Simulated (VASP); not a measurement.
Write the native input for VASP 6.6.1 that does the following.

* Task: single point
* Functional: PBE
* Potentials or basis: VASP PAW PBE potentials, release 64 (Sn_d, Se, S)
* Cutoff: 520 eV
* k mesh: 6 × 6 × 6
* Occupations: gaussian, width 0.1 eV
* Spin: no spin polarisation
* Dipole correction: no
* Further INCAR settings: ALGO = Normal; EDIFF = 1e-07; NBANDS = 39

The structure of Sn3SeS2 lies in POSCAR:

```
Sn3SeS2
1.0
   -2.0957298000      2.0957298000      8.8799403000
    2.0957298000     -2.0957298000      8.8799403000
    2.0957298000      2.0957298000     -8.8799403000
Sn Se S
3 1 2
Direct
    0.8295800000      0.8295800000      0.0000000000
    0.5000000000      0.5000000000      0.0000000000
    0.1704200000      0.1704200000      0.0000000000
    0.0000000000      0.0000000000      0.0000000000
    0.6672610000      0.6672610000      0.0000000000
    0.3327390000      0.3327390000      0.0000000000
```

These files were run (other wordings do the same):

INCAR

```
SYSTEM = Sn3SeS2
PREC = Accurate
ENCUT = 520
EDIFF = 1E-7
ISMEAR = 0
SIGMA = 0.1
LREAL = .FALSE.
LASPH = .TRUE.
NELM = 100
ALGO = Normal
ISIF = 2
LWAVE = .FALSE.
LCHARG = .FALSE.
GGA = PE
NBANDS = 39
```

KPOINTS

```
Automatic mesh
0
G
  6 6 6
  0 0 0
```

Potentials or basis: VASP PAW PBE potentials, release 64 (Sn_d, Se, S).

Command:

```sh
$ cat potpaw_PBE.64/Sn_d/POTCAR potpaw_PBE.64/Se/POTCAR potpaw_PBE.64/S/POTCAR > POTCAR
$ mpirun -np 1 vasp_std > vasp.out
```

Results of the run:

* Pressure: -0.2 GPa
* Largest force: 0.018 eV/Å
* Band gap on the k mesh: 0.16 eV

Caveat: spin-orbit coupling is left out, which moves the levels of the heavy elements.

It took 18 min on 1 thread of AMD EPYC 7R43 64-Core Processor (Zen 3), on a shared host, peak memory 0.69 GiB.
